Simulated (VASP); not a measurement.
Runs of VASP 6.6.1 on Mo. The structure is that of space group Im-3m (No. 229), or close to it. The cells are those of the table. 

```tsv
task	level	potentials or basis	spin	U	cell	k mesh	cutoff (eV)	smearing	grid for exact exchange (PRECFOCK)	share of exact exchange	screening parameter	gap on the mesh (eV)	pressure (GPa)	moment (μB)
single point	LDA	VASP PAW LDA potentials, release 64 (Mo_sv)	non-collinear, typed start	-	a = 2.547 Å, angles 109.5°, 1 atom	12 × 12 × 12	520	methfessel-paxton 0.05 eV	-	-	-	none	72.7	0.00
single point	PBEsol-based global hybrid with 25 % exact exchange	VASP PAW PBE potentials, release 64 (Mo_sv)	off	-	a = 2.695 Å, angles 109.5°, 1 atom	6 × 6 × 6	520	fermi-dirac 0.05 eV	Normal	0.25	-	none	0.8	-
single point	PBEsol	VASP PAW PBE potentials, release 64 (Mo_sv)	off	-	a = 2.706, b = 2.773, c = 2.790 Å, angles 111.6, 107.2, 110.6°, 1 atom	9 × 9 × 9	520	fermi-dirac 0.15 eV	-	-	-	none	-8.4	-
single point	HSE06	VASP PAW PBE potentials, release 64 (Mo_sv)	off	-	a = 2.779 Å, angles 109.5°, 1 atom	8 × 8 × 8	520	fermi-dirac 0.05 eV	Normal	0.25	0.2079 1/Å	none	-15.8	-
single point	HSE06	VASP PAW PBE potentials, release 64 (Mo_sv)	off	-	a = 2.743 Å, angles 109.5°, 1 atom	8 × 8 × 8	400	fermi-dirac 0.15 eV	Normal	0.25	0.2079 1/Å	none	(a)	-
electric field gradients	PBEsol+D3(BJ)+U	VASP PAW PBE potentials, release 64 (Mo_sv)	off	Mo d U = 1.0 eV	a = 2.743 Å, angles 109.5°, 1 atom	12 × 12 × 12	520	fermi-dirac 0.01 eV	-	-	-	none	(c)	-
single point	PBEsol	VASP PAW PBE potentials, release 64 (Mo_sv)	non-collinear, zero start, SOC	-	a = 2.743 Å, angles 109.5°, 1 atom	12 × 12 × 12	520	fermi-dirac 0.05 eV	-	-	-	-	-9.0	0.00
single point	HSE06	VASP PAW PBE potentials, release 64 (Mo_sv)	off	-	a = 2.687 Å, angles 109.5°, 1 atom	8 × 8 × 8	520	fermi-dirac 0.05 eV	Normal	0.25	0.2079 1/Å	none	12.3	-
single point	PBEsol	VASP PAW PBE potentials, release 64 (Mo_sv)	non-collinear, zero start, SOC	-	a = 2.743 Å, angles 109.5°, 1 atom	12 × 12 × 12	520	tetrahedron	-	-	-	-	-8.4	0.00
single point	HSE06	VASP PAW PBE potentials, release 64 (Mo_sv)	off	-	a = 2.955 Å, angles 109.5°, 1 atom	7 × 7 × 7	400	fermi-dirac 0.15 eV	Normal	0.25	0.2079 1/Å	none	(b)	-
single point	r2SCAN0	VASP PAW PBE potentials, release 64 (Mo_sv)	off	-	a = 2.743 Å, angles 109.5°, 1 atom	6 × 6 × 6	520	fermi-dirac 0.05 eV	Normal	0.25	-	none	-9.7	-
```

Estimate the missing entries.

(a) -7.5; (b) -42.5; (c) -14.3.

Caveats: some runs use coarse meshes; the PAW data sets were made with another functional, which shifts forces and pressure a little (at least some runs); the cell stands under tension (at least some runs); the cell stands under pressure (at least some runs); the stress differs along the axes, from -17 to -4 GPa (at least some runs); U without spin polarisation on a metal has little footing (at least some runs); the U is typed as a test and isn't derived for this compound (at least some runs).

A k mesh can miss the band edges, and rows without SOC leave out spin-orbit coupling on Mo.

A gap of «none» marks levels without a gap at the run's occupations.
